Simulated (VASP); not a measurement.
# Ir (P6_3/mmc) in VASP: further runs

The runs below take Ir through single point, with PBE.

All numbers are computed with VASP 6.6.1; they aren't measurements. Logs are shortened: lines on timing, memory, paths and dates and some standing lists are left out, and cuts for length are marked.

## 1. The cell of the first run

It takes space group P6_3/mmc (No. 194, hexagonal). The conventional cell has a = 2.641 Å, b = 2.641 Å, c = 4.462 Å, α = 90.00°, β = 90.00°, γ = 120.00°. Within 3.5 Å of Ir (site symmetry -6m2) lie 12 Ir at 2.64 to 2.70 Å.

## 2. Single point, PBE (strain -0.040 along x and y, +0.000 along z)

Contents of INCAR:

```
SYSTEM = Ir
PREC     = Accurate       ! precision mode
ENCUT    = 520            ! plane-wave cutoff, eV
EDIFF    = 1E-7           ! SCF threshold, eV
ISMEAR   = 0              ! smearing method
SIGMA    = 0.15           ! smearing width, eV
LREAL    = .False.        ! projectors in reciprocal space
LASPH    = .True.         ! aspherical terms in the spheres
NELM     = 80             ! most SCF steps
ALGO     = Fast           ! electronic algorithm
ISIF     = 2              ! what is computed and relaxed
LWAVE    = .False.        ! write WAVECAR
LCHARG   = .False.        ! write CHGCAR
GGA      = PE             ! functional
NBANDS   = 16             ! bands
```

Contents of KPOINTS:

```
regular mesh
0
Gamma
  18 18 12
  0 0 0
```

Contents of POSCAR:

```
Ir
1.0
    2.6413227788      0.0000000000      0.0000000000
   -1.3206613894      2.2874526260      0.0000000000
    0.0000000000      0.0000000000      4.4622900000
Ir
2
Direct
    0.6666666667      0.3333333333      0.7500000000
    0.3333333333      0.6666666667      0.2500000000
```

Potentials or basis: VASP PAW PBE potentials, release 64 (Ir).

Command:

```bash
$ cat potpaw_PBE.64/Ir/POTCAR > POTCAR
$ mpirun -np 1 vasp_std > vasp.out
```

OUTCAR:

```text
SYSTEM = Ir
   PREC = Accurate
   ENCUT = 520
   EDIFF = 1E-7
   ISMEAR = 0
   LREAL = .False.
   LASPH = .True.
   NELM = 80
   ISIF = 2
   GGA = PE

 ion  position               nearest neighbor table
   1  0.667  0.333  0.750-   2 2.70   2 2.70   2 2.70   2 2.70   2 2.70   2 2.70
   2  0.333  0.667  0.250-   1 2.70   1 2.70   1 2.70   1 2.70   1 2.70   1 2.70

  LATTYP: Found a hexagonal cell.
 ALAT       =     2.6413227788
 C/A-ratio  =     1.6894148780

  Lattice vectors:

 A1 = (   2.6413227788,   0.0000000000,   0.0000000000)
 A2 = (  -1.3206613894,   2.2874526260,   0.0000000000)
 A3 = (   0.0000000000,   0.0000000000,   4.4622900000)

Analysis of symmetry for initial positions (statically):
=====================================================================
 Subroutine PRICEL returns:
 Original cell was already a primitive cell.

 Routine SETGRP: Setting up the symmetry group for a
 hexagonal supercell.

 Subroutine GETGRP returns: Found 24 space group operations
 (whereof 12 operations were pure point group operations)
 out of a pool of 24 trial point group operations.

The static configuration has the point symmetry D_3d.
 The point group associated with its full space group is D_6h.

Analysis of symmetry for dynamics (positions and initial velocities):
=====================================================================
 Subroutine PRICEL returns:
 Original cell was already a primitive cell.

 Routine SETGRP: Setting up the symmetry group for a
 hexagonal supercell.

 Subroutine GETGRP returns: Found 24 space group operations
 (whereof 12 operations were pure point group operations)
 out of a pool of 24 trial point group operations.

The dynamic configuration has the point symmetry D_3d.
 The point group associated with its full space group is D_6h.

 Subroutine INISYM returns: Found 24 space group operations
 (whereof 12 operations are pure point group operations),
 and found     1 'primitive' translations

----------------------------------------------------------------------------------------

                                     Primitive cell

  volume of cell :      26.9607

  direct lattice vectors                    reciprocal lattice vectors
     2.641322779  0.000000000  0.000000000     0.378598181  0.218583762  0.000000000
    -1.320661389  2.287452626  0.000000000     0.000000000  0.437167524  0.000000000
     0.000000000  0.000000000  4.462290000     0.000000000  0.000000000  0.224100182

  length of vectors
     2.641322779  2.641322779  4.462290000     0.437167524  0.437167524  0.224100182

  position of ions in fractional coordinates (direct lattice)
     0.666666667  0.333333333  0.750000000
     0.333333333  0.666666667  0.250000000

  ion indices of the primitive-cell ions
   primitive index   ion index
                 1           1
                 2           2

----------------------------------------------------------------------------------------

 KPOINTS: regular mesh

Automatic generation of k-mesh.
 Grid dimensions read from file:
 generate k-points for:   18   18   12

 Generating k-lattice:

  Cartesian coordinates                     Fractional coordinates (reciprocal lattice)
     0.021033232  0.012143542  0.000000000     0.055555556 -0.000000000  0.000000000
     0.000000000  0.024287085  0.000000000     0.000000000  0.055555556  0.000000000
     0.000000000  0.000000000  0.018675015     0.000000000  0.000000000  0.083333333

  Length of vectors
     0.024287085  0.024287085  0.018675015

  Shift w.r.t. Gamma in fractional coordinates (k-lattice)
     0.000000000  0.000000000  0.000000000

 Subroutine IBZKPT returns following result:
 ===========================================

 Found    259 irreducible k-points:

 Following reciprocal coordinates:
            Coordinates               Weight
  0.000000  0.000000  0.000000      1.000000
  0.055556 -0.000000  0.000000      6.000000
  0.111111 -0.000000  0.000000      6.000000
  0.166667  0.000000  0.000000      6.000000
  0.222222 -0.000000  0.000000      6.000000
  0.277778 -0.000000  0.000000      6.000000
[... 16 lines left out ...]
  0.333333  0.111111  0.000000     12.000000
  0.388889  0.111111  0.000000     12.000000
 [... further k-points ...]
   k-points           NKPTS =    259   k-points in BZ     NKDIM =    259   number of bands    NBANDS=     16
   number of dos      NEDOS =    301   number of ions     NIONS =      2
   total plane-waves  NPLWV =  14400
   dimension x,y,z NGX =    20 NGY =   20 NGZ =   36
   dimension x,y,z NGXF=    40 NGYF=   40 NGZF=   72
   ions per type =               2
   NGX,Y,Z   is equivalent  to a cutoff of  12.59, 12.59, 13.41 a.u.
   NGXF,Y,Z  is equivalent  to a cutoff of  25.18, 25.18, 26.82 a.u.
 SYSTEM =  Ir
   PREC   = accura    normal or accurate (medium, high low for compatibility)
   ISTART =      0    job   : 0-new  1-cont  2-samecut
   ICHARG =      2    charge: 1-file 2-atom 10-const
   ISPIN  =      1    spin polarized calculation?
   LNONCOLLINEAR =      F non collinear calculations
   LSORBIT =      F    spin-orbit coupling
   LASPH  =      T    aspherical Exc in radial PAW
   ENCUT  =  520.0 eV  38.22 Ry    6.18 a.u.   4.91  4.91  8.30*2*pi/ulx,y,z
   NELM   =     80;   NELMIN=  2; NELMDL= -5     # of ELM steps
   EDIFF  = 0.1E-06   stopping-criterion for ELM
   LREAL  =      F    real-space projection
   EDIFFG = 0.1E-05   stopping-criterion for IOM
   NSW    =      0    number of steps for IOM
   IBRION =     -1    ionic relax: 0-MD 1-quasi-New 2-CG
   NFREE  =      0    steps in history (QN), initial steepest desc. (CG)
   ISIF   =      2    stress and relaxation
   ISYM   =      2    0-nonsym 1-usesym 2-fastsym
   POTIM  = 0.5000    time-step for ionic-motion
   TEBEG  =    0.0;   TEEND  =   0.0 temperature during run
   PSTRESS=    0.0 pullay stress
   NELECT =      18.0000    total number of electrons
   NUPDOWN=      -1.0000    fix difference up-down
   EMIN   =  10.00;   EMAX   =-10.00  energy-range for DOS
   EFERMI =   0.00;   METHOD = LEGACY
   ISMEAR =     0;   SIGMA  =   0.15  broadening in eV -4-tet -1-fermi 0-gaus
   EFERMI_NEDOS =   21; number of points for ismear=-14 and -15
   IALGO  =     68    algorithm
   IMIX   =      4    mixing-type and parameters
     AMIX     =   0.40;   BMIX     =  1.00
[... 35 lines left out ...]
 Fermi energy:        11.3515584886

 k-point     1 :       0.0000    0.0000    0.0000
  band No.  band energies     occupation
      1      -0.3820      2.00000
      2       2.5613      2.00000
      3       6.7020      2.00000
      4       7.2531      2.00000
      5       7.2531      2.00000
      6       7.8683      2.00000
[... 8 lines left out ...]
     15      27.1866      0.00000
     16      28.7828      0.00000

 k-point     2 :       0.0556   -0.0000    0.0000
  band No.  band energies     occupation
      1      -0.2490      2.00000
      2       2.6868      2.00000
      3       6.6429      2.00000
      4       7.2816      2.00000
      5       7.3680      2.00000
      6       7.7861      2.00000
[... 8 lines left out ...]
     15      27.3864      0.00000
     16      29.0251      0.00000

 k-point     3 :       0.1111   -0.0000    0.0000
  band No.  band energies     occupation
      1       0.1378      2.00000
      2       3.0388      2.00000
      3       6.4325      2.00000
      4       7.3742      2.00000
      5       7.6405      2.00000
      6       7.7082      2.00000
[... 8 lines left out ...]
     15      27.9228      0.00000
     16      29.6541      0.00000

 k-point     4 :       0.1667    0.0000    0.0000
  band No.  band energies     occupation
      1       0.7400      2.00000
      2       3.5226      2.00000
      3       6.1588      2.00000
      4       7.0954      2.00000
      5       7.1585      2.00000
      6       7.9327      2.00000
[... 8 lines left out ...]
     15      28.4063      0.00000
     16      30.0392      0.00000

 k-point     5 :       0.2222   -0.0000    0.0000
  band No.  band energies     occupation
      1       1.4833      2.00000
      2       3.9050      2.00000
      3       6.0705      2.00000
      4       6.1708      2.00000
      5       6.8889      2.00000
      6       8.2440      2.00000
[... 8 lines left out ...]
     15      27.8172      0.00000
     16      29.2247      0.00000

 k-point     6 :       0.2778   -0.0000    0.0000
  band No.  band energies     occupation
      1       2.2419      2.00000
      2       3.9262      2.00000
      3       5.3814      2.00000
      4       6.3032      2.00000
      5       6.8726      2.00000
      6       7.9275      2.00000
[... 8 lines left out ...]
     15      26.8576      0.00000
     16      27.6808      0.00000

 k-point     7 :       0.3333    0.0000    0.0000
  band No.  band energies     occupation
      1       2.8415      2.00000
      2       3.7104      2.00000
      3       4.7485      2.00000
      4       6.5679      2.00000
      5       7.3239      2.00000
      6       7.6565      2.00000
[... 8 lines left out ...]
     15      26.0349      0.00000
     16      26.2092      0.00000

 k-point     8 :       0.3889   -0.0000    0.0000
  band No.  band energies     occupation
      1       3.1536      2.00000
      2       3.4898      2.00000
      3       4.2864      2.00000
      4       6.9831      2.00000
      5       7.4506      2.00000
      6       7.4845      2.00000
[... 8 lines left out ...]
     15      24.9223      0.00000
     16      25.4186      0.00000

 k-point     9 :       0.4444   -0.0000    0.0000
  band No.  band energies     occupation
      1       3.1881      2.00000
      2       3.4084      2.00000
      3       4.0052      2.00000
      4       7.3223      2.00000
      5       7.3376      2.00000
      6       7.5000      2.00000
[... 8 lines left out ...]
     15      23.9996      0.00000
     16      24.1988      0.00000
[... 172 lines left out ...]
 k-point    19 :       0.1111    0.1111    0.0000
  band No.  band energies     occupation
      1       1.0918      2.00000
      2       3.8316      2.00000
      3       5.8987      2.00000
      4       6.7470      2.00000
      5       7.1494      2.00000
      6       7.8454      2.00000
[... 8 lines left out ...]
     15      28.5390      0.00000
     16      29.2254      0.00000

 k-point    20 :       0.1667    0.1111    0.0000
  band No.  band energies     occupation
      1       1.8275      2.00000
      2       4.2834      2.00000
      3       5.6472      2.00000
      4       5.9883      2.00000
      5       6.9530      2.00000
      6       7.5614      2.00000
[... 8 lines left out ...]
     15      27.1164      0.00000
     16      28.1818      0.00000

 k-point    21 :       0.2222    0.1111    0.0000
  band No.  band energies     occupation
      1       2.6048      2.00000
      2       4.3535      2.00000
      3       5.3037      2.00000
      4       5.7749      2.00000
      5       6.9428      2.00000
      6       7.2670      2.00000
[... 8 lines left out ...]
     15      25.8482      0.00000
     16      27.2771      0.00000

 k-point    22 :       0.2778    0.1111    0.0000
  band No.  band energies     occupation
      1       3.2477      2.00000
      2       4.1126      2.00000
      3       4.7392      2.00000
      4       6.1614      2.00000
      5       7.0752      2.00000
      6       7.2580      2.00000
[... 8 lines left out ...]
     15      24.4590      0.00000
     16      26.5431      0.00000

 k-point    23 :       0.3333    0.1111    0.0000
  band No.  band energies     occupation
      1       3.5997      2.00000
      2       3.8667      2.00000
      3       4.3209      2.00000
      4       6.6668      2.00000
      5       6.9899      2.00000
      6       7.6916      2.00000
[... 8 lines left out ...]
     15      23.1135      0.00000
     16      25.9958      0.00000

 k-point    24 :       0.3889    0.1111    0.0000
  band No.  band energies     occupation
      1       3.6268      2.00000
      2       3.7957      2.00000
      3       4.0642      2.00000
      4       7.0075      2.00000
      5       7.1976      2.00000
      6       7.3978      2.00000
[... 8 lines left out ...]
     15      22.0311      0.00000
     16      25.6418      0.00000

 [... further k-points ...]
[... 5 lines left out ...]
  --------------------------------------------------------------------------------------
  -------------------------------------------------------------------------------------
  Total        6.8165903      6.8165903      3.5133970      0.0000000      0.0000000      0.0000000
  in kB      405.0852227    405.0852227    208.7884314      0.0000000      0.0000000      0.0000000
  external PRESSURE =     339.6529590 kB  Pullay stress =       0.0000000 kB

 VOLUME and BASIS-vectors are now :
 -----------------------------------------------------------------------------
  energy-cutoff  :      520.00
  volume of cell :       26.96
      direct lattice vectors                 reciprocal lattice vectors
     2.641322779  0.000000000  0.000000000     0.378598181  0.218583762  0.000000000
    -1.320661389  2.287452626  0.000000000     0.000000000  0.437167524  0.000000000
     0.000000000  0.000000000  4.462290000     0.000000000  0.000000000  0.224100182

 POSITION                                       TOTAL-FORCE (eV/Angst)
 -----------------------------------------------------------------------------------
      1.32066      0.76248      3.34672         0.000000     -0.000000      0.000000
     -0.00000      1.52497      1.11557        -0.000000      0.000000      0.000000
 -----------------------------------------------------------------------------------
    total drift:                               -0.000000      0.000000     -0.000000

  FREE ENERGIE OF THE ION-ELECTRON SYSTEM (eV)
  ---------------------------------------------------
  free  energy   TOTEN  =       -17.3086620607 eV

  energy  without entropy=      -17.2857222311  energy(sigma->0) =      -17.29719215
```

Run time: 1.8 min. Hardware: 1 thread of Intel Xeon 6975P-C, shared host; peak memory 0.22 GiB.

Results:

| Quantity | Value |
| --- | --- |
| Free energy | -17.3087 eV |
| Pressure | 34.0 GPa |
| Band gap on the k mesh | zero (band 9 reaches 12.70 eV, above the bottom of band 10 at 8.82 eV) |

Levels at points of the mesh, in eV from the Fermi level:
```tsv
k point	band 6	band 7	band 8	band 9	band 10	band 11	band 12	band 13
(0.00, 0.00, 0.00)	-3.48	-3.48	-2.15	-2.15	-1.33	0.38	0.38	7.03
(0.50, 0.00, 0.00)	-3.47	-3.41	0.93	1.14	1.50	3.30	4.89	8.64
(0.00, 0.00, 0.50)	-4.14	-4.14	-4.14	-0.43	-0.43	-0.43	-0.43	13.50
(0.50, 0.00, 0.50)	-2.09	-1.01	-1.01	1.35	1.35	2.16	2.16	8.39
```

Caveat: the cell differs from its parent crystal (strain -0.040 along x and y, +0.000 along z); spin-orbit coupling is left out, which moves the levels of the heavy elements.

## 3. Single point, PBE (strain -0.040 along x and y, +0.040 along z)

Contents of INCAR:

```
PREC = Accurate
ENCUT = 520
EDIFF = 1E-6
ISMEAR = 0
SIGMA = 0.15
LREAL = False
LASPH = True
NELM = 60
ALGO = Fast
ISIF = 2
LWAVE = False
LCHARG = False
GGA = PE
NBANDS = 16
```

Contents of KPOINTS:

```
regular mesh
0
Gamma
  18 18 12
```

Edit POSCAR of step 2 so:

```diff
@@ -4,3 +4,3 @@
    -1.3206613894      2.2874526260      0.0000000000
-    0.0000000000      0.0000000000      4.4622900000
+    0.0000000000      0.0000000000      4.6407816000
 Ir
```

Potentials or basis: VASP PAW PBE potentials, release 64 (Ir).

Command:

```bash
$ cat potpaw_PBE.64/Ir/POTCAR > POTCAR
$ mpirun -np 1 vasp_std > vasp.out
```

Wall time 1.7 min (1 thread of Intel Xeon 6975P-C, shared host); peak memory 0.22 GiB.

The run converged. Its results:

* Free energy: -17.3589 eV
* Pressure: 17.9 GPa
* Band gap on the k mesh: zero (band 9 reaches 12.12 eV, above the bottom of band 10 at 8.38 eV)

Stress tensor (GPa, compression positive):
```
29.20  0.00  0.00
 0.00 29.20  0.00
 0.00  0.00 -4.81
```

Levels at points of the mesh, in eV from the Fermi level:
| k point | band 5 | band 6 | band 7 | band 8 | band 9 | band 10 | band 11 | band 12 | band 13 | band 14 |
| --- | --- | --- | --- | --- | --- | --- | --- | --- | --- | --- |
| (0.00, 0.00, 0.00) | -3.79 | -3.30 | -3.30 | -1.61 | -1.61 | -1.49 | 0.46 | 0.46 | 6.17 | 14.81 |
| (0.50, 0.00, 0.00) | -3.43 | -3.31 | -3.05 | 0.76 | 1.40 | 1.66 | 3.25 | 4.83 | 8.49 | 9.63 |
| (0.00, 0.00, 0.50) | -3.77 | -3.77 | -3.77 | -3.77 | -0.28 | -0.28 | -0.28 | -0.28 | 12.82 | 12.82 |
| (0.50, 0.00, 0.50) | -1.72 | -1.72 | -0.84 | -0.84 | 1.55 | 1.55 | 2.10 | 2.10 | 8.27 | 8.27 |

Caveat: the cell differs from its parent crystal (strain -0.040 along x and y, +0.040 along z); spin-orbit coupling is left out, which moves the levels of the heavy elements.

## 4. Single point, PBE (strain +0.000 along x and y, -0.040 along z)

Contents of INCAR:

```
PREC = Accurate
ENCUT = 520
EDIFF = 1E-6
ISMEAR = 0
SIGMA = 0.15
LREAL = F
LASPH = T
NELM = 100
ALGO = Fast
ISIF = 2
LWAVE = F
LCHARG = F
GGA = PE
NBANDS = 16
```

Contents of KPOINTS:

```
Automatic mesh
0
Gamma
  18 18 12
```

Contents of POSCAR:

```
Ir
1.0
    2.7513778946      0.0000000000      0.0000000000
   -1.3756889473      2.3827631521      0.0000000000
    0.0000000000      0.0000000000      4.2837984000
Ir
2
Direct
    0.6666666667      0.3333333333      0.7500000000
    0.3333333333      0.6666666667      0.2500000000
```

Command:

```bash
$ cat potpaw_PBE.64/Ir/POTCAR > POTCAR
$ mpirun -np 1 vasp_std > vasp.out
```

Wall time 81 s (1 thread of Intel Xeon 6975P-C, shared host); peak memory 0.22 GiB.

It converged, with:

```
Free energy            : -17.4760 eV
Pressure               : 15.5 GPa
Band gap on the k mesh : zero (band 9 reaches 11.64 eV, above the bottom of band 10 at 8.29 eV)
```

Stress tensor (GPa, compression positive):
```
 9.84  0.00  0.00
 0.00  9.84  0.00
 0.00  0.00 26.92
```

Levels at points of the mesh, in eV from the Fermi level:
| k point | band 5 | band 6 | band 7 | band 8 | band 9 | band 10 | band 11 | band 12 | band 13 | band 14 |
| --- | --- | --- | --- | --- | --- | --- | --- | --- | --- | --- |
| (0.00, 0.00, 0.00) | -3.65 | -3.22 | -3.22 | -2.83 | -2.83 | -0.47 | 0.21 | 0.21 | 7.67 | 13.96 |
| (0.50, 0.00, 0.00) | -3.72 | -3.44 | -2.83 | 0.39 | 0.92 | 1.13 | 2.81 | 4.21 | 8.40 | 10.78 |
| (0.00, 0.00, 0.50) | -4.23 | -4.23 | -4.23 | -4.23 | -0.51 | -0.51 | -0.51 | -0.51 | 13.58 | 13.58 |
| (0.50, 0.00, 0.50) | -2.41 | -2.41 | -1.08 | -1.08 | 0.72 | 0.72 | 1.96 | 1.96 | 7.60 | 7.60 |

Caveat: the cell differs from its parent crystal (strain +0.000 along x and y, -0.040 along z); spin-orbit coupling is left out, which moves the levels of the heavy elements.

## 5. Summary

```csv
cell,further INCAR settings,gap on the mesh (eV),pressure (GPa)
"a = 2.641, b = 2.641, c = 4.462 Å, angles 90.0, 90.0, 120.0°, 2 atoms",ALGO = Fast; EDIFF = 1e-07; NBANDS = 16,none,34.0
"a = 2.641, b = 2.641, c = 4.641 Å, angles 90.0, 90.0, 120.0°, 2 atoms",ALGO = Fast; EDIFF = 1e-06; NBANDS = 16,none,17.9
"a = 2.751, b = 2.751, c = 4.284 Å, angles 90.0, 90.0, 120.0°, 2 atoms",ALGO = Fast; EDIFF = 1e-06; NBANDS = 16,none,15.5
```

Alike in all rows: task single point; level PBE; potentials or basis VASP PAW PBE potentials, release 64 (Ir); no spin polarisation; k mesh 18 × 18 × 12; cutoff (eV) 520; smearing gaussian 0.15 eV.

Caveats: spin-orbit coupling is left out, which moves the levels of the heavy elements.

Absolute energies hang on the potentials; compare differences alone.
